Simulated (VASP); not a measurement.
A run of VASP 6.6.1:

Contents of INCAR:

```
SYSTEM = NbC
PREC     = Accurate       ! precision mode
ENCUT    = 600            ! plane-wave cutoff, eV
EDIFF    = 1E-6           ! SCF threshold, eV
ISMEAR   = 0              ! smearing method
SIGMA    = 0.1            ! smearing width, eV
LREAL    = .FALSE.        ! projectors in reciprocal space
LASPH    = .TRUE.         ! aspherical terms in the spheres
NELM     = 120            ! most SCF steps
ALGO     = Normal         ! electronic algorithm
ISIF     = 2              ! what is computed and relaxed
LWAVE    = .FALSE.        ! write WAVECAR
LCHARG   = .TRUE.         ! write CHGCAR
GGA      = PE             ! functional
LELF     = .TRUE.         ! ELF
LVHAR    = .TRUE.       
NBANDS   = 16             ! bands
GGA_COMPAT= .FALSE.
```

The input KPOINTS:

```
Automatic mesh
0
G
  16 16 16
  0 0 0
```

The input POSCAR:

```
NbC
1.0
    0.0000000000      2.1346820000      2.1346820000
    2.1346820000      0.0000000000      2.1346820000
    2.1346820000      2.1346820000      0.0000000000
Nb C
1 1
Direct
    0.0000000000      0.0000000000      0.0000000000
    0.5000000000      0.5000000000      0.5000000000
```

Potentials or basis: VASP PAW PBE potentials, release 64 (Nb_sv, C).

Launch:

```bash
$ cat potpaw_PBE.64/Nb_sv/POTCAR potpaw_PBE.64/C/POTCAR > POTCAR
$ mpirun -np 1 vasp_std > vasp.out
```

Hardware: 1 thread of Intel Xeon 6975P-C (shared host).

Problem. How long does it take, and how much memory?

Solution. Wall time 28 s on 1 thread of Intel Xeon 6975P-C, on a shared host, peak memory 0.18 GiB. Counts: scf iterations 13, k points 145.
